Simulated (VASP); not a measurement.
# Nd2Hf2F (P6/mmm) in VASP: relaxation of cell and atoms with PBE

Aim: the relaxation of cell and atoms of Nd2Hf2F with PBE.

Everything below comes from runs of VASP 6.6.1. Logs are shortened: lines on timing, memory, paths and dates and some standing lists are left out, and cuts for length are marked.

### 1 The cell of the first run

The structure is hexagonal, space group P6/mmm (No. 191). Conventional cell: a = 5.192 Å, b = 5.192 Å, c = 6.107 Å, α = 90.00°, β = 90.00°, γ = 120.00°. Nd (site symmetry -6m2) has 3 Nd at 3.00 Å and 2 Hf at 3.05 Å within 3.9 Å. Within 3.9 Å of Hf (site symmetry -6m2) lie 3 F at 3.00 Å and 3 Hf at 3.00 Å and 2 Nd at 3.05 Å. Within 3.9 Å of F (site symmetry 6/mmm) lie 6 Hf at 3.00 Å.

The cell was generated, and may not be a known phase.

### 2 Relaxation of cell and atoms, PBE

INCAR reads:

```
SYSTEM = Nd2Hf2F
ALGO = Normal
EDIFF = 1E-7
EDIFFG = -0.01
ENCUT = 600
GGA = PE
GGA_COMPAT = .False.
IBRION = 2
ISIF = 3
ISMEAR = 0
LASPH = .True.
LCHARG = .False.
LMAXMIX = 6
LREAL = .False.
LWAVE = .False.
NELM = 200
NELMIN = 4
NSW = 100
PREC = Accurate
SIGMA = 0.1
```

KPOINTS reads:

```
k-points
0
Gamma
  12 12 6
  0 0 0
```

POSCAR reads:

```
Nd2Hf2F
1.0
    5.1921727768      0.0000000000      0.0000000000
   -2.5960863884      4.4965535256      0.0000000000
    0.0000000000      0.0000000000      6.1067112517
Nd Hf F
2 2 1
Direct
    0.3333333333      0.6666666667      0.5000000000
    0.6666666667      0.3333333333      0.5000000000
    0.3333333333      0.6666666667      0.0000000000
    0.6666666667      0.3333333333      0.0000000000
    0.0000000000      0.0000000000      0.0000000000
```

Potentials or basis: VASP PAW PBE potentials, release 64 (Nd_3, Hf_pv, F), 4f in core.

The run is started by

```
cat potpaw_PBE.64/Nd_3/POTCAR potpaw_PBE.64/Hf_pv/POTCAR potpaw_PBE.64/F/POTCAR > POTCAR
mpirun -np 1 vasp_std > vasp.out
```

OUTCAR:

```text
SYSTEM = Nd2Hf2F
   EDIFF = 1E-7
   EDIFFG = -0.01
   ENCUT = 600
   GGA = PE
   IBRION = 2
   ISIF = 3
   ISMEAR = 0
   LASPH = .True.
   LREAL = .False.
   NELM = 200
   NELMIN = 4
   NSW = 100
   PREC = Accurate

 ion  position               nearest neighbor table
   1  0.333  0.667  0.500-   2 3.00   2 3.00   2 3.00   3 3.05   3 3.05
   2  0.667  0.333  0.500-   1 3.00   1 3.00   1 3.00   4 3.05   4 3.05
   3  0.333  0.667  0.000-   4 3.00   4 3.00   4 3.00   1 3.05   1 3.05
   4  0.667  0.333  0.000-   3 3.00   3 3.00   3 3.00   2 3.05   2 3.05
   5  0.000  0.000  0.000-

  LATTYP: Found a hexagonal cell.
 ALAT       =     5.1921727768
 C/A-ratio  =     1.1761379126

  Lattice vectors:

 A1 = (   5.1921727768,   0.0000000000,   0.0000000000)
 A2 = (  -2.5960863884,   4.4965535256,   0.0000000000)
 A3 = (   0.0000000000,   0.0000000000,   6.1067112517)

Analysis of symmetry for initial positions (statically):
=====================================================================
 Subroutine PRICEL returns:
 Original cell was already a primitive cell.

 Routine SETGRP: Setting up the symmetry group for a
 hexagonal supercell.

 Subroutine GETGRP returns: Found 24 space group operations
 (whereof 24 operations were pure point group operations)
 out of a pool of 24 trial point group operations.

The static configuration has the point symmetry D_6h.

Analysis of symmetry for dynamics (positions and initial velocities):
=====================================================================
 Subroutine PRICEL returns:
 Original cell was already a primitive cell.

 Routine SETGRP: Setting up the symmetry group for a
 hexagonal supercell.

 Subroutine GETGRP returns: Found 24 space group operations
 (whereof 24 operations were pure point group operations)
 out of a pool of 24 trial point group operations.

The dynamic configuration has the point symmetry D_6h.

 Subroutine INISYM returns: Found 24 space group operations
 (whereof 24 operations are pure point group operations),
 and found     1 'primitive' translations

----------------------------------------------------------------------------------------

                                     Primitive cell

  volume of cell :     142.5727

  direct lattice vectors                    reciprocal lattice vectors
     5.192172777  0.000000000  0.000000000     0.192597597  0.111196274  0.000000000
    -2.596086388  4.496553526  0.000000000     0.000000000  0.222392549  0.000000000
     0.000000000  0.000000000  6.106711252     0.000000000  0.000000000  0.163754263

  length of vectors
     5.192172777  5.192172777  6.106711252     0.222392549  0.222392549  0.163754263

  position of ions in fractional coordinates (direct lattice)
     0.333333333  0.666666667  0.500000000
     0.666666667  0.333333333  0.500000000
     0.333333333  0.666666667  0.000000000
     0.666666667  0.333333333  0.000000000
     0.000000000  0.000000000  0.000000000

  ion indices of the primitive-cell ions
   primitive index   ion index
                 1           1
                 2           2
                 3           3
                 4           4
                 5           5

----------------------------------------------------------------------------------------

 KPOINTS: k-points

Automatic generation of k-mesh.
 Grid dimensions read from file:
 generate k-points for:   12   12    6

 Generating k-lattice:

  Cartesian coordinates                     Fractional coordinates (reciprocal lattice)
     0.016049800  0.009266356  0.000000000     0.083333333 -0.000000000  0.000000000
     0.000000000  0.018532712  0.000000000     0.000000000  0.083333333  0.000000000
     0.000000000  0.000000000  0.027292377     0.000000000  0.000000000  0.166666667

  Length of vectors
     0.018532712  0.018532712  0.027292377

  Shift w.r.t. Gamma in fractional coordinates (k-lattice)
     0.000000000  0.000000000  0.000000000

 Subroutine IBZKPT returns following result:
 ===========================================

 Found     76 irreducible k-points:

 Following reciprocal coordinates:
            Coordinates               Weight
  0.000000  0.000000  0.000000      1.000000
  0.083333 -0.000000  0.000000      6.000000
  0.166667 -0.000000  0.000000      6.000000
  0.250000  0.000000  0.000000      6.000000
  0.333333 -0.000000  0.000000      6.000000
  0.416667 -0.000000  0.000000      6.000000
[... 16 lines left out ...]
  0.250000  0.000000  0.166667     12.000000
  0.333333 -0.000000  0.166667     12.000000
 [... further k-points ...]
   k-points           NKPTS =     76   k-points in BZ     NKDIM =     76   number of bands    NBANDS=     29
   number of dos      NEDOS =    301   number of ions     NIONS =      5
   total plane-waves  NPLWV =  88200
   dimension x,y,z NGX =    42 NGY =   42 NGZ =   50
   dimension x,y,z NGXF=    84 NGYF=   84 NGZF=  100
   ions per type =               2   2   1
   NGX,Y,Z   is equivalent  to a cutoff of  13.45, 13.45, 13.61 a.u.
   NGXF,Y,Z  is equivalent  to a cutoff of  26.90, 26.90, 27.22 a.u.
 SYSTEM =  Nd2Hf2F
   PREC   = accura    normal or accurate (medium, high low for compatibility)
   ISTART =      0    job   : 0-new  1-cont  2-samecut
   ICHARG =      2    charge: 1-file 2-atom 10-const
   ISPIN  =      1    spin polarized calculation?
   LNONCOLLINEAR =      F non collinear calculations
   LSORBIT =      F    spin-orbit coupling
   LASPH  =      T    aspherical Exc in radial PAW
   ENCUT  =  600.0 eV  44.10 Ry    6.64 a.u.  10.37 10.37 12.20*2*pi/ulx,y,z
   NELM   =    200;   NELMIN=  4; NELMDL= -5     # of ELM steps
   EDIFF  = 0.1E-06   stopping-criterion for ELM
   LREAL  =      F    real-space projection
   EDIFFG = -.1E-01   stopping-criterion for IOM
   NSW    =    100    number of steps for IOM
   IBRION =      2    ionic relax: 0-MD 1-quasi-New 2-CG
   NFREE  =      1    steps in history (QN), initial steepest desc. (CG)
   ISIF   =      3    stress and relaxation
   ISYM   =      2    0-nonsym 1-usesym 2-fastsym
   POTIM  = 0.5000    time-step for ionic-motion
   TEBEG  =    0.0;   TEEND  =   0.0 temperature during run
   PSTRESS=    0.0 pullay stress
   NELECT =      49.0000    total number of electrons
   NUPDOWN=      -1.0000    fix difference up-down
   EMIN   =  10.00;   EMAX   =-10.00  energy-range for DOS
   EFERMI =   0.00;   METHOD = LEGACY
   ISMEAR =     0;   SIGMA  =   0.10  broadening in eV -4-tet -1-fermi 0-gaus
   EFERMI_NEDOS =   21; number of points for ismear=-14 and -15
   IALGO  =     38    algorithm
   IMIX   =      4    mixing-type and parameters
     AMIX     =   0.40;   BMIX     =  1.00
     AMIX_MAG =   1.60;   BMIX_MAG =  1.00
  volume/ion in A,a.u.               =      28.51       192.43
  Fermi-wavevector in a.u.,A,eV,Ry     =   1.146731  2.167007 17.891542  1.314991
  Thomas-Fermi vector in A             =   2.283414
   LORBIT       =      0    0 simple, 1 ext, 2 COOP (PROOUT), +10 PAW based schemes
   GGA     = PE    functional components
   LHFCALC =     F    Hartree Fock is set to
   AEXX    =    0.0000 exact exchange contribution
   IVDW    =     0    specifies the selected vdW correction
   LEPSILON=     F    determine dielectric tensor
   LRPA    =     F    only Hartree local field effects (RPA)
 conjugate gradient relaxation of ions
 non-spin polarized calculation
 Gauss-broadening in eV      SIGMA  =   0.10
  energy-cutoff  :      600.00
  volume of cell :      142.57
 maximum number of plane-waves:      4812
 NGX is ok and might be reduce to    42
   NGX = 21   NGY = 21   NGZ = 25

--------------------------------------- Ionic step        1  -------------------------------------------

 number of electron      48.9999997 magnetization

 Free energy of the ion-electron system (eV)
  ---------------------------------------------------
  ext. energy  EPLUGINS =         0.00000000
  ---------------------------------------------------
  free energy    TOTEN  =       -27.74699922 eV

  energy without entropy =      -27.69583217  energy(sigma->0) =      -27.72141570

------------------------ aborting loop because EDIFF is reached ----------------------------------------

  FORCE on cell =-STRESS in cart. coord.  units (eV):
  Direction    XX          YY          ZZ          XY          YZ          ZX
  --------------------------------------------------------------------------------------
  -------------------------------------------------------------------------------------
  Total       -0.1667731     -0.1667731      0.0262073      0.0000000      0.0000000     -0.0000000
  in kB       -1.8741322     -1.8741322      0.2945079      0.0000000      0.0000000     -0.0000000
  external PRESSURE =      -1.1512521 kB  Pullay stress =       0.0000000 kB

 VOLUME and BASIS-vectors are now :
 -----------------------------------------------------------------------------
  energy-cutoff  :      600.00
  volume of cell :      142.57
      direct lattice vectors                 reciprocal lattice vectors
     5.192172777  0.000000000  0.000000000     0.192597597  0.111196274  0.000000000
    -2.596086388  4.496553526  0.000000000     0.000000000  0.222392549  0.000000000
     0.000000000  0.000000000  6.106711252     0.000000000  0.000000000  0.163754263

 POSITION                                       TOTAL-FORCE (eV/Angst)
 -----------------------------------------------------------------------------------
     -0.00000      2.99770      3.05336         0.000000      0.000000      0.000000
      2.59609      1.49885      3.05336        -0.000000      0.000000      0.000000
     -0.00000      2.99770      0.00000         0.000000     -0.000000     -0.000000
      2.59609      1.49885      0.00000        -0.000000      0.000000      0.000000
      0.00000      0.00000      0.00000        -0.000000      0.000000      0.000000
 -----------------------------------------------------------------------------------
    total drift:                               -0.000000      0.000000      0.000000

  FREE ENERGIE OF THE ION-ELECTRON SYSTEM (eV)
  ---------------------------------------------------
  free  energy   TOTEN  =       -27.7469992248 eV

  energy  without entropy=      -27.6958321742  energy(sigma->0) =      -27.72141570

--------------------------------------- Ionic step        2  -------------------------------------------

 number of electron      48.9999997 magnetization

 Free energy of the ion-electron system (eV)
  ---------------------------------------------------
  ext. energy  EPLUGINS =         0.00000000
  ---------------------------------------------------
  free energy    TOTEN  =       -27.74733909 eV

  energy without entropy =      -27.69637737  energy(sigma->0) =      -27.72185823

 E-fermi :   2.5545     XC(G=0):  -9.5304

 val. band max:        2.5514917598   @ k =   0.0000   0.0000   0.1667
 cond. band min:       2.5561121397   @ k =   0.2500   0.2500   0.0000
 fundamental gap:      0.0046203799
 Fermi energy:         2.5544897286

 k-point     1 :       0.0000    0.0000    0.0000
  band No.  band energies     occupation
      1     -35.5326      2.00000
      2     -34.9706      2.00000
      3     -28.6641      2.00000
      4     -28.6641      2.00000
      5     -28.4762      2.00000
      6     -28.3602      2.00000
[... 21 lines left out ...]
     28       3.8280      0.00000
     29       4.0885      0.00000

 k-point     2 :       0.0833   -0.0000    0.0000
  band No.  band energies     occupation
      1     -35.5246      2.00000
      2     -34.9796      2.00000
      3     -28.6667      2.00000
      4     -28.6584      2.00000
      5     -28.4745      2.00000
      6     -28.3620      2.00000
[... 696 lines left out ...]
 k-point    24 :       0.3333   -0.0000    0.1667
  band No.  band energies     occupation
      1     -35.4201      2.00000
      2     -35.0960      2.00000
      3     -28.6909      2.00000
      4     -28.5885      2.00000
      5     -28.4471      2.00000
      6     -28.3805      2.00000
[... 21 lines left out ...]
     28       3.3045      0.00000
     29       3.4953      0.00000

 [... further k-points ...]

------------------------ aborting loop because EDIFF is reached ----------------------------------------

  FORCE on cell =-STRESS in cart. coord.  units (eV):
  Direction    XX          YY          ZZ          XY          YZ          ZX
  --------------------------------------------------------------------------------------
  -------------------------------------------------------------------------------------
  Total       -0.0388401     -0.0388401      0.0475057      0.0000000      0.0000000      0.0000000
  in kB       -0.4377679     -0.4377679      0.5354374      0.0000000      0.0000000      0.0000000
  external PRESSURE =      -0.1133661 kB  Pullay stress =       0.0000000 kB

 VOLUME and BASIS-vectors are now :
 -----------------------------------------------------------------------------
  energy-cutoff  :      600.00
  volume of cell :      142.15
      direct lattice vectors                 reciprocal lattice vectors
     5.183817973  0.000000000 -0.000000000     0.192908008  0.111375490  0.000000000
    -2.591908987  4.489318053  0.000000000     0.000000000  0.222750981  0.000000000
     0.000000000  0.000000000  6.108255408     0.000000000  0.000000000  0.163712866

 POSITION                                       TOTAL-FORCE (eV/Angst)
 -----------------------------------------------------------------------------------
     -0.00000      2.99288      3.05413        -0.000000      0.000000     -0.000000
      2.59191      1.49644      3.05413         0.000000      0.000000      0.000000
     -0.00000      2.99288      6.10826        -0.000000      0.000000      0.000000
      2.59191      1.49644     -0.00000         0.000000      0.000000     -0.000000
      5.18382      0.00000     -0.00000        -0.000000      0.000000      0.000000
 -----------------------------------------------------------------------------------
    total drift:                                0.000000      0.000000     -0.000000

  FREE ENERGIE OF THE ION-ELECTRON SYSTEM (eV)
  ---------------------------------------------------
  free  energy   TOTEN  =       -27.7473390887 eV

  energy  without entropy=      -27.6963773690  energy(sigma->0) =      -27.72185823

 reached required accuracy - stopping structural energy minimisation
```

Wall time 5.3 min (1 thread of Intel Xeon 6975P-C (Granite Rapids), shared host); peak memory 0.56 GiB.

Results:

```
Free energy                           : -27.7473 eV
Relaxed volume                        : 28.43 Å³/atom
Relaxed cell                          : a = 5.184 Å, b = 5.184 Å, c = 6.108 Å, α = 90.00°, β = 90.00°, γ = 120.00°
Space group after relaxing (to 0.1 Å) : P6/mmm (No. 191)
Energy gained by relaxing             : 0.1 meV/atom
Ionic steps                           : 2
Pressure after relaxing               : 0.0 GPa
Band gap on the k mesh                : zero (an odd number of electrons rules out a gap without spin polarisation)
```

Step by step:
```
step  energy change (eV)  largest force (eV/Å)  pressure (GPa)  volume (Å³)
   1              0.0000                0.0000           -0.12       142.57
   2             -0.0003                0.0000           -0.01       142.15
```

Final structure:
```yaml
crystal:
  lattice:
    - [5.18382, 0.00000, 0.00000]
    - [-2.59191, 4.48932, 0.00000]
    - [0.00000, 0.00000, 6.10826]
  atoms:
    - { symbol: Nd, position: [0.33333, 0.66667, 0.50000] }
    - { symbol: Nd, position: [0.66667, 0.33333, 0.50000] }
    - { symbol: Hf, position: [0.33333, 0.66667, 0.00000] }
    - { symbol: Hf, position: [0.66667, 0.33333, 0.00000] }
    - { symbol: F, position: [0.00000, 0.00000, 0.00000] }
```

Levels at points of the mesh, in eV from the Fermi level:
| k point | band 21 | band 22 | band 23 | band 24 | band 25 | band 26 | band 27 | band 28 |
| --- | --- | --- | --- | --- | --- | --- | --- | --- |
| (0.00, 0.00, 0.00) | -1.33 | -1.10 | -0.59 | -0.36 | 0.71 | 0.71 | 1.27 | 1.27 |
| (0.50, 0.00, 0.00) | -1.79 | -1.08 | -1.07 | -0.15 | 0.05 | 0.13 | 0.28 | 0.67 |
| (0.00, 0.00, 0.50) | -0.37 | -0.37 | 0.13 | 0.17 | 0.17 | 1.00 | 1.22 | 1.22 |
| (0.50, 0.00, 0.50) | -0.73 | -0.64 | -0.40 | -0.25 | -0.18 | -0.14 | 0.23 | 0.73 |

Caveat: spin-orbit coupling is left out, which moves the levels of the heavy elements; the 4f electrons are frozen in the core, so they carry no moment and show no levels; the run has no spin polarisation, though such a crystal can be magnetic. Spin polarisation is off, so any magnetic state and its effect on volume and gap are missing.
